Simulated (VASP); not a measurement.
Runs of VASP 6.6.1 on CaSe. The structure is that of space group Fm-3m (No. 225), or close to it. The cells are those of the table. 

```csv
task,level,potentials or basis,spin,cell,k mesh,smearing,k mesh for the DOS,occupations for the DOS,gap on the mesh (eV),pressure (GPa)
single point,PBE,"VASP PAW PBE potentials, release 64 (Ca_sv, Se)","collinear, zero start","a = 4.201 Å, angles 60.0°, 2 atoms","4 × 4 × 4, shifted",methfessel-paxton 0.028 eV,-,-,2.73,0.6
relaxation of the atoms,BLYP,"VASP PAW PBE potentials, release 64 (Ca_sv, Se)",off,"atoms relaxed from a = 4.201 Å, angles 60.0°, 2 atoms",4 × 4 × 4,gaussian 0.1 eV,-,-,2.15,2.8
single point,LDA,"VASP PAW LDA potentials, release 64 (Ca_sv, Se)",off,"a = 4.171 Å, angles 60.0°, 2 atoms","1 × 1 × 1, shifted",methfessel-paxton 0.1 eV,-,-,2.30,7.3
single point,PBE,"VASP PAW PBE potentials, release 64 (Ca_sv, Se)",off,"a = 4.201 Å, angles 60.0°, 2 atoms",5 × 4 × 4,tetrahedron,-,-,2.05,0.7
single point,LDA,"VASP PAW LDA potentials, release 64 (Ca_sv, Se)",off,"a = 4.201 Å, angles 60.0°, 2 atoms",4 × 4 × 4,gaussian 0.1 eV,-,-,1.88,-3.4
single point,PBE,"VASP PAW PBE potentials, release 64 (Ca_sv, Se)",off,"a = 4.201 Å, angles 60.0°, 2 atoms",2 × 2 × 2,gaussian 0.1 eV,-,-,(a),(b)
single point,PBE,"VASP PAW PBE potentials, release 64 (Ca_sv, Se)",off,"a = 4.201 Å, angles 60.0°, 2 atoms",6 × 6 × 6,gaussian 0.1 eV,-,-,2.05,0.6
```

Alike in all rows: cutoff (eV) 520.

Q: Fill in the values left out.

A: (a) 1.86; (b) 3.8.

Caveats: some runs use coarse meshes; the relaxation stopped at its first step, so nothing moved (some runs); the PAW data sets were made with another functional, which shifts forces and pressure a little (some runs).

A k mesh can miss the band edges, and the runs leave out spin-orbit coupling on Se.
